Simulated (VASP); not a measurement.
# Ti (Fmmm) in VASP: further runs, part 2 of 3

VASP 6.6.1. The steps go on from the part before.

**4. Single point, PBEsol (engineering shear strain xy -0.1467, normal strain along z -0.1000)**

INCAR

```
SYSTEM = Ti
PREC = Accurate ; ENCUT = 520
EDIFF = 1E-6 ; ISMEAR = 0
SIGMA = 0.15 ; LREAL = .FALSE.
LASPH = .TRUE. ; NELM = 80
ALGO = Fast ; ISIF = 2
LWAVE = .FALSE. ; LCHARG = .FALSE.
GGA = PS ; NBANDS = 12
```

KPOINTS

```
Automatic mesh
0
G
  20 20 20
  0 0 0
```

POSCAR

```
Ti
1.0
   -1.7226735327      1.7226735327      1.4444553775
    1.7226735327     -1.7226735327      1.4444553775
    1.4872273061      1.4872273061     -1.4444553775
Ti
1
Direct
    0.0000000000      0.0000000000      0.0000000000
```

Potentials or basis: VASP PAW PBE potentials, release 64 (Ti_sv).

Run with:

```
$ cat potpaw_PBE.64/Ti_sv/POTCAR > POTCAR
$ mpirun -np 1 vasp_std > vasp.out
```

OUTCAR:

```text
SYSTEM = Ti
   PREC = Accurate
   ENCUT = 520
   EDIFF = 1E-6
   ISMEAR = 0
   LREAL = .FALSE.
   LASPH = .TRUE.
   NELM = 80
   ISIF = 2
   GGA = PS

 ion  position               nearest neighbor table
   1  0.000  0.000  0.000-

  LATTYP: Found a face centered orthorhombic cell.
 ALAT       =     2.8889107550
 B/A-ratio  =     1.4560899972
 C/A-ratio  =     1.6866068080

  Lattice vectors:

 A1 = (  -0.2354462266,   3.2099008388,   0.0000000000)
 A2 = (  -1.7226735327,   1.7226735327,   1.4444553775)
 A3 = (   1.4872273061,   1.4872273061,   1.4444553775)

Analysis of symmetry for initial positions (statically):
=====================================================================
 Subroutine PRICEL returns:
 Original cell was already a primitive cell.

 Routine SETGRP: Setting up the symmetry group for a
 face centered orthorhombic supercell.

 Subroutine GETGRP returns: Found  8 space group operations
 (whereof  8 operations were pure point group operations)
 out of a pool of  8 trial point group operations.

The static configuration has the point symmetry D_2h.

[... 168 lines left out ...]
  band No.  band energies     occupation
      1     -46.3224      2.00000
      2     -22.1837      2.00000
      3     -21.9622      2.00000
      4     -21.7929      2.00000
      5       3.5004      2.00000
      6       9.9059      0.09679
      7      10.3447      0.00000
      8      12.0184      0.00000
      9      12.7136      0.00000
     10      13.5584      0.00000
     11      25.9143      0.00000
     12      29.2046      0.00000
[... 331 lines left out ...]
 k-point    24 :      -0.3500    0.0500   -0.0000
  band No.  band energies     occupation
      1     -46.1209      2.00000
      2     -22.8316      2.00000
      3     -22.3353      2.00000
      4     -21.9391      2.00000
      5       6.4932      2.00000
      6       9.1501      2.00000
      7      10.3480      0.00000
      8      13.0542      0.00000
      9      13.2639      0.00000
     10      13.6054      0.00000
     11      23.8793      0.00000
     12      24.7901      0.00000

 [... further k-points ...]

------------------------ aborting loop because EDIFF is reached ----------------------------------------

  FORCE on cell =-STRESS in cart. coord.  units (eV):
  Direction    XX          YY          ZZ          XY          YZ          ZX
  --------------------------------------------------------------------------------------
  -------------------------------------------------------------------------------------
  Total        1.2621077      1.2621077      1.1929859      0.5791026     -0.0000000     -0.0000000
  in kB      136.6037311    136.6037311    129.1223572     62.6789407     -0.0000000     -0.0000000
  external PRESSURE =     134.1099398 kB  Pullay stress =       0.0000000 kB

 VOLUME and BASIS-vectors are now :
 -----------------------------------------------------------------------------
  energy-cutoff  :      520.00
  volume of cell :       14.80
      direct lattice vectors                 reciprocal lattice vectors
    -1.722673533  1.722673533  1.444455377     0.022974783  0.313221304  0.346151226
     1.722673533 -1.722673533  1.444455377     0.313221304  0.022974783  0.346151226
     1.487227306  1.487227306 -1.444455377     0.336196086  0.336196086  0.000000000

 POSITION                                       TOTAL-FORCE (eV/Angst)
 -----------------------------------------------------------------------------------
      0.00000      0.00000      0.00000         0.000000      0.000000     -0.000000
 -----------------------------------------------------------------------------------
    total drift:                               -0.000000      0.000000      0.000000

  FREE ENERGIE OF THE ION-ELECTRON SYSTEM (eV)
  ---------------------------------------------------
  free  energy   TOTEN  =        -8.1408076123 eV

  energy  without entropy=       -8.1223808116  energy(sigma->0) =       -8.13159421
```

Wall time 2.1 min (1 thread of Intel Xeon 6975P-C (Granite Rapids), shared host); peak memory 0.31 GiB.

Results:

```yaml
Free_energy: -8.1408 eV
Pressure: 13.4 GPa
Band_gap_on_the_k_mesh: zero (band 6 reaches 10.59 eV, above the bottom of band 7 at 9.14 eV)
```

Levels at points of the mesh, in eV from the Fermi level:
| k point | band 4 | band 5 | band 6 | band 7 | band 8 | band 9 |
| --- | --- | --- | --- | --- | --- | --- |
| (0.00, 0.00, 0.00) | -31.52 | -6.23 | 0.18 | 0.61 | 2.29 | 2.98 |
| (0.50, 0.00, 0.00) | -31.70 | -2.88 | -1.03 | 2.13 | 3.39 | 4.14 |
| (0.50, 0.50, 0.00) | -31.53 | -2.91 | -0.25 | 0.18 | 3.12 | 4.09 |
| (0.00, 0.00, 0.50) | -31.79 | -2.90 | 0.43 | 2.23 | 2.48 | 2.57 |
| (0.50, 0.50, 0.50) | -32.29 | -2.78 | -2.69 | 3.95 | 4.86 | 5.49 |

Caveat: the cell differs from its parent crystal (engineering shear strain xy -0.1467, normal strain along z -0.1000); the PAW data sets were made with another functional, which shifts forces and pressure a little.

**5. Single point, PBEsol (engineering shear strain xy -0.2200, normal strain along z -0.0500)**

INCAR

```
PREC = Accurate
ENCUT = 520
EDIFF = 1E-6
ISMEAR = 0
SIGMA = 0.15
LREAL = False
LASPH = True
NELM = 80
ALGO = Fast
ISIF = 2
LWAVE = False
LCHARG = False
GGA = PS
NBANDS = 12
```

KPOINTS

```
regular mesh
0
Gamma
  20 20 20
```

POSCAR

```
Ti
1.0
   -1.7814949655      1.7814949655      1.5247028984
    1.7814949655     -1.7814949655      1.5247028984
    1.4284058733      1.4284058733     -1.5247028984
Ti
1
Direct
    0.0000000000      0.0000000000      0.0000000000
```

Potentials or basis: VASP PAW PBE potentials, release 64 (Ti_sv).

Run with:

```
$ cat potpaw_PBE.64/Ti_sv/POTCAR > POTCAR
$ mpirun -np 1 vasp_std > vasp.out
```

OUTCAR:

```text
PREC = Accurate
   ENCUT = 520
   EDIFF = 1E-6
   ISMEAR = 0
   LREAL = False
   LASPH = True
   NELM = 80
   ISIF = 2
   GGA = PS

 ion  position               nearest neighbor table
   1  0.000  0.000  0.000-

  LATTYP: Found a face centered orthorhombic cell.
 ALAT       =     3.0494057968
 B/A-ratio  =     1.3248948111
 C/A-ratio  =     1.6523968992

  Lattice vectors:

 A1 = (  -0.3530890922,   3.2099008388,   0.0000000000)
[... 541 lines left out ...]
     11      22.5566      0.00000
     12      23.2968      0.00000

 [... further k-points ...]

------------------------ aborting loop because EDIFF is reached ----------------------------------------

  FORCE on cell =-STRESS in cart. coord.  units (eV):
  Direction    XX          YY          ZZ          XY          YZ          ZX
  --------------------------------------------------------------------------------------
  -------------------------------------------------------------------------------------
  Total        0.5722387      0.5722387      0.8172060      0.6744128     -0.0000000     -0.0000000
  in kB       59.0753592     59.0753592     84.3646819     69.6233565     -0.0000000     -0.0000000
  external PRESSURE =      67.5051334 kB  Pullay stress =       0.0000000 kB

 VOLUME and BASIS-vectors are now :
 -----------------------------------------------------------------------------
  energy-cutoff  :      520.00
  volume of cell :       15.52
      direct lattice vectors                 reciprocal lattice vectors
    -1.781494966  1.781494966  1.524702898     0.034688705  0.315351861  0.327932741
     1.781494966 -1.781494966  1.524702898     0.315351861  0.034688705  0.327932741
     1.428405873  1.428405873 -1.524702898     0.350040566  0.350040566  0.000000000

 POSITION                                       TOTAL-FORCE (eV/Angst)
 -----------------------------------------------------------------------------------
      0.00000      0.00000      0.00000         0.000000     -0.000000      0.000000
 -----------------------------------------------------------------------------------
    total drift:                                0.000000      0.000000      0.000000

  FREE ENERGIE OF THE ION-ELECTRON SYSTEM (eV)
  ---------------------------------------------------
  free  energy   TOTEN  =        -8.1437515615 eV

  energy  without entropy=       -8.1247805669  energy(sigma->0) =       -8.13426606
```

Wall time 1.9 min (1 thread of Intel Xeon 6975P-C (Granite Rapids), shared host); peak memory 0.31 GiB.

What came out:

| Quantity | Value |
| --- | --- |
| Free energy | -8.1438 eV |
| Pressure | 6.8 GPa |
| Band gap on the k mesh | zero (band 6 reaches 10.30 eV, above the bottom of band 7 at 8.47 eV) |

Stress tensor (GPa, compression positive):
```
5.91 6.96 0.00
6.96 5.91 0.00
0.00 0.00 8.44
```

Levels at points of the mesh, in eV from the Fermi level:
```csv
k point,band 3,band 4,band 5,band 6,band 7,band 8,band 9,band 10
"(0.00, 0.00, 0.00)",-31.76,-31.56,-6.09,0.01,0.19,2.43,3.57,3.66
"(0.50, 0.00, 0.00)",-32.15,-31.67,-2.65,-0.80,1.83,3.53,3.59,4.76
"(0.50, 0.50, 0.00)",-31.86,-31.58,-2.83,-0.75,-0.12,3.80,4.24,4.47
"(0.00, 0.00, 0.50)",-32.40,-31.91,-2.83,0.10,2.33,2.51,3.34,5.83
"(0.50, 0.50, 0.50)",-32.54,-32.20,-2.67,-2.32,3.42,4.47,5.71,8.67
```

Caveat: the cell differs from its parent crystal (engineering shear strain xy -0.2200, normal strain along z -0.0500); the PAW data sets were made with another functional, which shifts forces and pressure a little.

(Part 2 of 3 ends here.)
